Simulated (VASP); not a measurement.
# Ta2N (P-3m1) in VASP: a series of runs

Aim: see how the results for Ta2N move with the level of theory and the settings. Levels: PBEsol, LDA. Tasks: single point.

All numbers are computed with VASP 6.6.1; they aren't measurements. Logs are shortened: lines on timing, memory, paths and dates and some standing lists are left out, and cuts for length are marked.

### 1 The cell of the first run

The structure is trigonal, space group P-3m1 (No. 164). The conventional cell has a = 3.133 Å, b = 3.133 Å, c = 4.902 Å, α = 90.00°, β = 90.00°, γ = 120.00°. Within 2.9 Å of Ta (site symmetry 3m) lie 3 N at 2.20 Å. N (site symmetry -3m) has 6 Ta at 2.20 Å within 2.9 Å.

### 2 Single point, PBEsol (volume scaled by 1.02)

Input file INCAR:

```
SYSTEM = Ta2N
PREC = Accurate ; ENCUT = 520
EDIFF = 1E-6 ; ISMEAR = -1
SIGMA = 0.05 ; LREAL = .FALSE.
LASPH = .TRUE. ; NELM = 100
ALGO = Normal ; ISIF = 2
LWAVE = .FALSE. ; LCHARG = .TRUE.
GGA = PS ; LELF = .TRUE.
LVHAR = .TRUE. ; NBANDS = 20
```

Input file KPOINTS:

```
Automatic mesh
0
G
  10 10 6
  0 0 0
```

Input file POSCAR:

```
Ta2N
1.0
    3.1334770837      0.0000000000      0.0000000000
   -1.5667385418      2.7136707566      0.0000000000
    0.0000000000      0.0000000000      4.9020925425
Ta N
2 1
Direct
    0.3333333333      0.6666666667      0.2547110000
    0.6666666667      0.3333333333      0.7452890000
    0.0000000000      0.0000000000      0.0000000000
```

Potentials or basis: VASP PAW PBE potentials, release 64 (Ta_pv, N).

The run is started by

```sh
$ cat potpaw_PBE.64/Ta_pv/POTCAR potpaw_PBE.64/N/POTCAR > POTCAR
$ mpirun -np 1 vasp_std > vasp.out
```

OUTCAR:

```text
SYSTEM = Ta2N
   PREC = Accurate
   ENCUT = 520
   EDIFF = 1E-6
   ISMEAR = -1
   LREAL = .FALSE.
   LASPH = .TRUE.
   NELM = 100
   ISIF = 2
   GGA = PS

 ion  position               nearest neighbor table
   1  0.333  0.667  0.255-   3 2.20   3 2.20   3 2.20   2 3.01   2 3.01   2 3.01   2 3.08   2 3.08
                             2 3.08
   2  0.667  0.333  0.745-   3 2.20   3 2.20   3 2.20   1 3.01   1 3.01   1 3.01   1 3.08   1 3.08
                             1 3.08
   3  0.000  0.000  0.000-   1 2.20   2 2.20   1 2.20   2 2.20   2 2.20   1 2.20

  LATTYP: Found a hexagonal cell.
 ALAT       =     3.1334770837
 C/A-ratio  =     1.5644258476

  Lattice vectors:

 A1 = (   3.1334770837,   0.0000000000,   0.0000000000)
 A2 = (  -1.5667385418,   2.7136707566,   0.0000000000)
 A3 = (   0.0000000000,   0.0000000000,   4.9020925425)

Analysis of symmetry for initial positions (statically):
=====================================================================
 Subroutine PRICEL returns:
 Original cell was already a primitive cell.

 Routine SETGRP: Setting up the symmetry group for a
 hexagonal supercell.

 Subroutine GETGRP returns: Found 12 space group operations
 (whereof 12 operations were pure point group operations)
 out of a pool of 24 trial point group operations.

The static configuration has the point symmetry D_3d.

Analysis of symmetry for dynamics (positions and initial velocities):
=====================================================================
 Subroutine PRICEL returns:
 Original cell was already a primitive cell.

 Routine SETGRP: Setting up the symmetry group for a
 hexagonal supercell.

 Subroutine GETGRP returns: Found 12 space group operations
 (whereof 12 operations were pure point group operations)
 out of a pool of 24 trial point group operations.

The dynamic configuration has the point symmetry D_3d.

 Subroutine INISYM returns: Found 12 space group operations
 (whereof 12 operations are pure point group operations),
 and found     1 'primitive' translations

----------------------------------------------------------------------------------------

                                     Primitive cell

  volume of cell :      41.6836

  direct lattice vectors                    reciprocal lattice vectors
     3.133477084  0.000000000  0.000000000     0.319134295  0.184252271  0.000000000
    -1.566738542  2.713670757  0.000000000     0.000000000  0.368504542  0.000000000
     0.000000000  0.000000000  4.902092543     0.000000000  0.000000000  0.203994517

  length of vectors
     3.133477084  3.133477084  4.902092543     0.368504542  0.368504542  0.203994517

  position of ions in fractional coordinates (direct lattice)
     0.333333333  0.666666667  0.254711000
     0.666666667  0.333333333  0.745289000
     0.000000000  0.000000000  0.000000000

  ion indices of the primitive-cell ions
   primitive index   ion index
                 1           1
                 2           2
                 3           3

----------------------------------------------------------------------------------------

 KPOINTS: Automatic mesh

Automatic generation of k-mesh.
 Grid dimensions read from file:
 generate k-points for:   10   10    6

 Generating k-lattice:

  Cartesian coordinates                     Fractional coordinates (reciprocal lattice)
     0.031913429  0.018425227  0.000000000     0.100000000  0.000000000  0.000000000
     0.000000000  0.036850454  0.000000000     0.000000000  0.100000000  0.000000000
     0.000000000  0.000000000  0.033999086     0.000000000  0.000000000  0.166666667

  Length of vectors
     0.036850454  0.036850454  0.033999086

  Shift w.r.t. Gamma in fractional coordinates (k-lattice)
     0.000000000  0.000000000  0.000000000

 Subroutine IBZKPT returns following result:
 ===========================================

 Found     72 irreducible k-points:

 Following reciprocal coordinates:
            Coordinates               Weight
  0.000000  0.000000  0.000000      1.000000
  0.100000  0.000000  0.000000      6.000000
  0.200000  0.000000  0.000000      6.000000
  0.300000  0.000000  0.000000      6.000000
  0.400000  0.000000  0.000000      6.000000
  0.500000  0.000000  0.000000      3.000000
[... 16 lines left out ...]
  0.000000  0.400000  0.166667      6.000000
  0.500000  0.000000  0.166667      6.000000
 [... further k-points ...]
   k-points           NKPTS =     72   k-points in BZ     NKDIM =     72   number of bands    NBANDS=     20
   number of dos      NEDOS =    301   number of ions     NIONS =      3
   total plane-waves  NPLWV =  20736
   dimension x,y,z NGX =    24 NGY =   24 NGZ =   36
   dimension x,y,z NGXF=    48 NGYF=   48 NGZF=   72
   ions per type =               2   1
   NGX,Y,Z   is equivalent  to a cutoff of  12.73, 12.73, 12.21 a.u.
   NGXF,Y,Z  is equivalent  to a cutoff of  25.47, 25.47, 24.42 a.u.
 SYSTEM =  Ta2N
   PREC   = accura    normal or accurate (medium, high low for compatibility)
   ISTART =      0    job   : 0-new  1-cont  2-samecut
   ICHARG =      2    charge: 1-file 2-atom 10-const
   ISPIN  =      1    spin polarized calculation?
   LNONCOLLINEAR =      F non collinear calculations
   LSORBIT =      F    spin-orbit coupling
   LASPH  =      T    aspherical Exc in radial PAW
   ENCUT  =  520.0 eV  38.22 Ry    6.18 a.u.   5.83  5.83  9.11*2*pi/ulx,y,z
   NELM   =    100;   NELMIN=  2; NELMDL= -5     # of ELM steps
   EDIFF  = 0.1E-05   stopping-criterion for ELM
   LREAL  =      F    real-space projection
   EDIFFG = 0.1E-04   stopping-criterion for IOM
   NSW    =      0    number of steps for IOM
   IBRION =     -1    ionic relax: 0-MD 1-quasi-New 2-CG
   NFREE  =      0    steps in history (QN), initial steepest desc. (CG)
   ISIF   =      2    stress and relaxation
   ISYM   =      2    0-nonsym 1-usesym 2-fastsym
   POTIM  = 0.5000    time-step for ionic-motion
   TEBEG  =    0.0;   TEEND  =   0.0 temperature during run
   PSTRESS=    0.0 pullay stress
   NELECT =      27.0000    total number of electrons
   NUPDOWN=      -1.0000    fix difference up-down
   EMIN   =  10.00;   EMAX   =-10.00  energy-range for DOS
   EFERMI =   0.00;   METHOD = LEGACY
   ISMEAR =    -1;   SIGMA  =   0.05  broadening in eV -4-tet -1-fermi 0-gaus
   EFERMI_NEDOS =   21; number of points for ismear=-14 and -15
   IALGO  =     38    algorithm
   IMIX   =      4    mixing-type and parameters
     AMIX     =   0.40;   BMIX     =  1.00
     AMIX_MAG =   1.60;   BMIX_MAG =  1.00
  volume/ion in A,a.u.               =      13.89        93.76
  Fermi-wavevector in a.u.,A,eV,Ry     =   1.416471  2.676742 27.298595  2.006390
  Thomas-Fermi vector in A             =   2.537802
   LORBIT       =      0    0 simple, 1 ext, 2 COOP (PROOUT), +10 PAW based schemes
   GGA     = PS    functional components
   LHFCALC =     F    Hartree Fock is set to
   AEXX    =    0.0000 exact exchange contribution
   IVDW    =     0    specifies the selected vdW correction
   LEPSILON=     F    determine dielectric tensor
   LRPA    =     F    only Hartree local field effects (RPA)
 non-spin polarized calculation
  energy-cutoff  :      520.00
  volume of cell :       41.68
 maximum number of plane-waves:      1140
   NGX = 11   NGY = 11   NGZ = 19

 number of electron      26.9999995 magnetization

 Free energy of the ion-electron system (eV)
  ---------------------------------------------------
  ext. energy  EPLUGINS =         0.00000000
  ---------------------------------------------------
  free energy    TOTEN  =       -36.40320540 eV

  energy without entropy =      -36.38927523  energy(sigma->0) =      -36.39624031

 E-fermi :   7.1078     XC(G=0): -12.8716

 val. band max:        7.1071096651   @ k =   0.0000   0.3000   0.3333
 cond. band min:       7.1212282336   @ k =   0.2000   0.1000   0.1667
 fundamental gap:      0.0141185686
 Fermi energy:         7.1078217820

 k-point     1 :       0.0000    0.0000    0.0000
  band No.  band energies     occupation
      1     -28.5169      2.00000
      2     -27.8549      2.00000
      3     -27.8549      2.00000
      4     -27.7362      2.00000
      5     -27.7362      2.00000
      6     -27.6212      2.00000
[... 12 lines left out ...]
     19       8.2405      0.00000
     20      11.9191      0.00000

 k-point     2 :       0.1000    0.0000    0.0000
  band No.  band energies     occupation
      1     -28.4894      2.00000
      2     -27.9090      2.00000
      3     -27.8744      2.00000
      4     -27.7906      2.00000
      5     -27.7408      2.00000
      6     -27.6321      2.00000
[... 12 lines left out ...]
     19       8.9385      0.00000
     20      11.8808      0.00000

 k-point     3 :       0.2000    0.0000    0.0000
  band No.  band energies     occupation
      1     -28.4126      2.00000
      2     -28.0516      2.00000
      3     -27.9263      2.00000
      4     -27.9222      2.00000
      5     -27.7558      2.00000
      6     -27.6660      2.00000
[... 12 lines left out ...]
     19      10.5423      0.00000
     20      11.4994      0.00000

 k-point     4 :       0.3000    0.0000    0.0000
  band No.  band energies     occupation
      1     -28.3092      2.00000
      2     -28.2224      2.00000
      3     -28.0824      2.00000
      4     -27.9771      2.00000
      5     -27.7780      2.00000
      6     -27.7234      2.00000
[... 429 lines left out ...]
 k-point    23 :       0.0000    0.4000    0.1667
  band No.  band energies     occupation
      1     -28.4342      2.00000
      2     -28.2405      2.00000
      3     -28.0863      2.00000
      4     -28.0033      2.00000
      5     -27.8144      2.00000
      6     -27.7931      2.00000
[... 12 lines left out ...]
     19      11.1765      0.00000
     20      13.0611      0.00000

 k-point    24 :       0.5000    0.0000    0.1667
  band No.  band energies     occupation
      1     -28.4619      2.00000
      2     -28.2945      2.00000
      3     -28.0597      2.00000
      4     -28.0201      2.00000
      5     -27.8210      2.00000
      6     -27.8197      2.00000
[... 12 lines left out ...]
     19      11.5126      0.00000
     20      12.3422      0.00000

 [... further k-points ...]

------------------------ aborting loop because EDIFF is reached ----------------------------------------

  FORCE on cell =-STRESS in cart. coord.  units (eV):
  Direction    XX          YY          ZZ          XY          YZ          ZX
  --------------------------------------------------------------------------------------
  -------------------------------------------------------------------------------------
  Total       -3.6001545     -3.6001545     -3.4640529     -0.0000000     -0.0000000      0.0000000
  in kB     -138.3778376   -138.3778376   -133.1465472     -0.0000000     -0.0000000      0.0000000
  external PRESSURE =    -136.6340742 kB  Pullay stress =       0.0000000 kB

 VOLUME and BASIS-vectors are now :
 -----------------------------------------------------------------------------
  energy-cutoff  :      520.00
  volume of cell :       41.68
      direct lattice vectors                 reciprocal lattice vectors
     3.133477084  0.000000000  0.000000000     0.319134295  0.184252271  0.000000000
    -1.566738542  2.713670757  0.000000000     0.000000000  0.368504542  0.000000000
     0.000000000  0.000000000  4.902092543     0.000000000  0.000000000  0.203994517

 POSITION                                       TOTAL-FORCE (eV/Angst)
 -----------------------------------------------------------------------------------
     -0.00000      1.80911      1.24862         0.000000     -0.000000     -0.354564
      1.56674      0.90456      3.65348        -0.000000      0.000000      0.354564
      0.00000      0.00000      0.00000        -0.000000      0.000000      0.000000
 -----------------------------------------------------------------------------------
    total drift:                               -0.000000      0.000000      0.000000

  FREE ENERGIE OF THE ION-ELECTRON SYSTEM (eV)
  ---------------------------------------------------
  free  energy   TOTEN  =       -36.4032053991 eV

  energy  without entropy=      -36.3892752256  energy(sigma->0) =      -36.39624031
```

Wall time 1.7 min (1 thread of AMD EPYC 7R13, shared host); peak memory 0.16 GiB.

What came out:

```yaml
Free_energy: -36.4032 eV
Pressure: -13.7 GPa
Largest_force: 0.355 eV/Å
```

Forces in eV/Å, atoms in the order of the input:
```
Ta   0.000  0.000 -0.355
Ta   0.000  0.000  0.355
N    0.000  0.000  0.000
```

Stress tensor (GPa, compression positive):
```
-13.84   0.00   0.00
  0.00 -13.84   0.00
  0.00   0.00 -13.31
```

Caveat: the cell differs from its parent crystal (volume scaled by 1.02); the PAW data sets were made with another functional, which shifts forces and pressure a little; spin-orbit coupling is left out, which moves the levels of the heavy elements.

### 3 Single point, LDA

This run uses another cell than the first one, of 12.80 Å³/atom, 0.922 times its volume.

Input file INCAR:

```
  ALGO = Normal
  EDIFF = 1E-6
  ENCUT = 520
  ISIF = 2
  ISMEAR = -1
  LASPH = True
  LCHARG = False
  LREAL = False
  LWAVE = False
  NBANDS = 20
  NELM = 60
  PREC = Accurate
  SIGMA = 0.05
```

Input file KPOINTS:

```
k-points
0
Gamma
  10 10 6
```

Input file POSCAR:

```
Ta2N
1.0
    3.0493158896      0.0000000000      0.0000000000
   -1.5246579448      2.6407850245      0.0000000000
    0.0000000000      0.0000000000      4.7704285953
Ta N
2 1
Direct
    0.3333333333      0.6666666667      0.2547110000
    0.6666666667      0.3333333333      0.7452890000
    0.0000000000      0.0000000000      0.0000000000
```

Potentials or basis: VASP PAW LDA potentials, release 64 (Ta_pv, N).

The run is started by

```sh
$ cat potpaw_LDA.64/Ta_pv/POTCAR potpaw_LDA.64/N/POTCAR > POTCAR
$ mpirun -np 1 vasp_std > vasp.out
```

OUTCAR:

```text
EDIFF = 1E-6
   ENCUT = 520
   ISIF = 2
   ISMEAR = -1
   LASPH = True
   LREAL = False
   NELM = 60
   PREC = Accurate

 ion  position               nearest neighbor table
   1  0.333  0.667  0.255-   3 2.14   3 2.14   3 2.14   2 2.93   2 2.93   2 2.93   2 3.00   2 3.00
                             2 3.00
   2  0.667  0.333  0.745-   3 2.14   3 2.14   3 2.14   1 2.93   1 2.93   1 2.93   1 3.00   1 3.00
                             1 3.00
   3  0.000  0.000  0.000-   1 2.14   2 2.14   1 2.14   2 2.14   2 2.14   1 2.14

  LATTYP: Found a hexagonal cell.
 ALAT       =     3.0493158896
 C/A-ratio  =     1.5644258476

[... 739 lines left out ...]
     20      13.7704      0.00000

 [... further k-points ...]
[... 5 lines left out ...]
  --------------------------------------------------------------------------------------
  -------------------------------------------------------------------------------------
  Total        1.1911761      1.1911761      1.3080046      0.0000000      0.0000000     -0.0000000
  in kB       49.6813838     49.6813838     54.5540473      0.0000000      0.0000000     -0.0000000
  external PRESSURE =      51.3056050 kB  Pullay stress =       0.0000000 kB

 VOLUME and BASIS-vectors are now :
 -----------------------------------------------------------------------------
  energy-cutoff  :      520.00
  volume of cell :       38.41
      direct lattice vectors                 reciprocal lattice vectors
     3.049315890  0.000000000  0.000000000     0.327942409  0.189337638  0.000000000
    -1.524657945  2.640785024  0.000000000     0.000000000  0.378675277  0.000000000
     0.000000000  0.000000000  4.770428595     0.000000000  0.000000000  0.209624771

 POSITION                                       TOTAL-FORCE (eV/Angst)
 -----------------------------------------------------------------------------------
     -0.00000      1.76052      1.21508        -0.000000     -0.000000     -0.023917
      1.52466      0.88026      3.55535         0.000000      0.000000      0.023917
      0.00000      0.00000      0.00000        -0.000000      0.000000      0.000000
 -----------------------------------------------------------------------------------
    total drift:                               -0.000000      0.000000      0.000000

  FREE ENERGIE OF THE ION-ELECTRON SYSTEM (eV)
  ---------------------------------------------------
  free  energy   TOTEN  =       -37.6446402207 eV

  energy  without entropy=      -37.6316630785  energy(sigma->0) =      -37.63815165
```

OSZICAR:

```text
N       E                     dE             d eps       ncg     rms          rms(c)
DAV:   1     0.211450420746E+03    0.21145E+03   -0.15033E+04  2880   0.139E+03
DAV:   2    -0.319214294083E+02   -0.24337E+03   -0.23752E+03  3284   0.399E+02
DAV:   3    -0.408192856532E+02   -0.88979E+01   -0.87366E+01  3656   0.691E+01
DAV:   4    -0.409122326681E+02   -0.92947E-01   -0.91276E-01  3496   0.674E+00
DAV:   5    -0.409132060858E+02   -0.97342E-03   -0.97161E-03  3560   0.589E-01    0.294E+01
DAV:   6    -0.380425586694E+02    0.28706E+01   -0.15669E+01  3324   0.249E+01    0.140E+01
DAV:   7    -0.377154328177E+02    0.32713E+00   -0.18015E+00  3160   0.819E+00    0.732E+00
DAV:   8    -0.376489587732E+02    0.66474E-01   -0.24334E-01  3428   0.382E+00    0.400E-01
DAV:   9    -0.376452833797E+02    0.36754E-02   -0.24910E-02  3408   0.102E+00    0.225E-01
DAV:  10    -0.376447590719E+02    0.52431E-03   -0.40250E-03  3424   0.496E-01    0.726E-02
DAV:  11    -0.376446549801E+02    0.10409E-03   -0.96098E-04  3300   0.179E-01    0.304E-02
DAV:  12    -0.376446403539E+02    0.14626E-04   -0.64677E-05  3216   0.555E-02    0.855E-03
DAV:  13    -0.376446406059E+02   -0.25197E-06   -0.14144E-05  3420   0.203E-02    0.483E-03
DAV:  14    -0.376446402207E+02    0.38513E-06   -0.28391E-06  2728   0.108E-02
   1 F= -.37644640E+02 E0= -.37638152E+02  d E =-.129771E-01
```

stdout:

```text
POSCAR found type information on POSCAR TaN
 POSCAR found :  2 types and       3 ions
 scaLAPACK will be used
 LDA part: xc-table for (Slater(with rela. corr.)+CA(PZ))
 , standard interpolation
 POSCAR, INCAR and KPOINTS ok, starting setup
 FFT: planning ... GRIDC
 FFT: planning ... GRID_SOFT
 FFT: planning ... GRID
 WAVECAR not read
 entering main loop
```

Wall time 18 s (1 thread of Intel Xeon Platinum 8559C (Emerald Rapids), shared host); peak memory 0.17 GiB.

What came out:

| Item | Value |
| --- | --- |
| Free energy | -37.6446 eV |
| Pressure | 5.1 GPa |
| Largest force | 0.024 eV/Å |

Forces in eV/Å, atoms in the order of the input:
```
Ta   0.000  0.000 -0.024
Ta   0.000  0.000  0.024
N    0.000  0.000  0.000
```

Stress tensor (GPa, compression positive):
```
4.97 0.00 0.00
0.00 4.97 0.00
0.00 0.00 5.46
```

Caveat: spin-orbit coupling is left out, which moves the levels of the heavy elements.
